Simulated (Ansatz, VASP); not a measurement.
**Two plane-wave programs on TiO2**

```
CELL_PARAMETERS angstrom
4.57888 0.00000 0.00000
0.00000 5.57071 0.00000
0.00000 0.00000 4.92196
ATOMIC_POSITIONS crystal
Ti 0.50000 0.67770 0.75000
Ti 0.00000 0.82230 0.25000
Ti 0.50000 0.32230 0.25000
Ti 0.00000 0.17770 0.75000
O 0.72895 0.61912 0.08090
O 0.22895 0.88088 0.91910
O 0.77105 0.88088 0.58090
O 0.27105 0.61912 0.41910
O 0.72895 0.38088 0.58090
O 0.22895 0.11912 0.41910
O 0.77105 0.11912 0.08090
O 0.27105 0.38088 0.91910
```

Alike in both runs: functional PBE; k mesh 4 × 4 × 4; occupations gaussian, width 0.1 eV; no spin polarisation.

Ansatz relaxed the structure, and its values are those at the end. VASP's run is a single point on that final structure, the one shown.

|  | VASP | Ansatz |
| --- | --- | --- |
| version | VASP 6.6.1 | Ansatz 0.2.0 |
| potentials or method | VASP PAW PBE potentials, release 64 (Ti_sv, O), cutoff 520 eV | scalar-relativistic, plane waves, PAW |
| valence electrons in the cell | 96 | 96 |

|  | VASP | Ansatz | Ansatz less VASP |
| --- | --- | --- | --- |
| gap on the k mesh at the Fermi level (eV) | 2.60 | 2.62 | +0.022 |
| least direct gap on the mesh (eV) | 2.65 | 2.67 | +0.024 |
| pressure (GPa) | 0.8 | 0.1 | -0.70 |
| rms of the force components (eV/Å) | 0.019 | 0.006 | -0.0139 |
